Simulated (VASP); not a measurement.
Write the native input for VASP 6.6.1 that does the following.

* Task: single point
* Functional: r2SCAN50
* Potentials or basis: VASP PAW PBE potentials, release 64 (Pb_d, Se)
* Cutoff: 520 eV
* k mesh: 4 × 4 × 4
* Occupations: fermi-dirac, width 0.05 eV
* Spin: no spin polarisation
* Dipole correction: no
* Grid for exact exchange (PRECFOCK): Normal
* Further INCAR settings: ALGO = Normal; EDIFF = 1e-07; NBANDS = 17
* Share of exact exchange: 0.5

PbSe:

```xyz
2
Lattice="3.7843 0.0000 0.0000 0.0000 3.7843 0.0000 0.0000 0.0000 3.7843" Properties=species:S:1:pos:R:3 pbc="T T T"
Pb    0.0000    0.0000    0.0000
Se    1.8922    1.8922    1.8922
```

One way to write it, as run:

POSCAR

```
PbSe
1.0
    3.7843220000      0.0000000000      0.0000000000
    0.0000000000      3.7843220000      0.0000000000
    0.0000000000      0.0000000000      3.7843220000
Pb Se
1 1
Direct
    0.0000000000      0.0000000000      0.0000000000
    0.5000000000      0.5000000000      0.5000000000
```

INCAR.step1

```
SYSTEM = PbSe
ALGO = Normal
EDIFF = 1E-5
ENCUT = 520
GGA = PE
ISIF = 2
ISMEAR = -1
LASPH = .True.
LCHARG = .False.
LREAL = .False.
LWAVE = .True.
NBANDS = 17
NELM = 60
PREC = Accurate
SIGMA = 0.05
```

INCAR.step2

```
SYSTEM = PbSe
AEXX = 0.5
ALGO = Normal
EDIFF = 1E-7
ENCUT = 520
ISIF = 2
ISMEAR = -1
ISTART = 1
LASPH = .True.
LCHARG = .False.
LHFCALC = .True.
LMIXTAU = .True.
LREAL = .False.
LWAVE = .False.
METAGGA = R2SCAN
NBANDS = 17
NELM = 60
PREC = Accurate
PRECFOCK = Normal
SIGMA = 0.05
```

KPOINTS

```
k-points
0
Gamma
  4 4 4
  0 0 0
```

Potentials or basis: VASP PAW PBE potentials, release 64 (Pb_d, Se).

The run is started by

```console
$ cat potpaw_PBE.64/Pb_d/POTCAR potpaw_PBE.64/Se/POTCAR > POTCAR
$ cp INCAR.step1 INCAR
$ mpirun -np 1 vasp_std > vasp.out
$ cp INCAR.step2 INCAR
$ mpirun -np 1 vasp_std > vasp.out
```

It gave:

* Pressure: -2.5 GPa
* Band gap on the k mesh: zero (bands 10 and 11 overlap by 0.78 eV)

Caveat: the k points lie up to 0.42 Å⁻¹ apart, too coarse for converged energies and pressures of a metal; the PAW data sets were made with another functional, which shifts forces and pressure a little; spin-orbit coupling is left out, which moves the levels of the heavy elements.

Wall time 24 min on 1 thread of AMD EPYC 7R43 64-Core Processor (Zen 3) (shared host), peak memory 0.15 GiB.
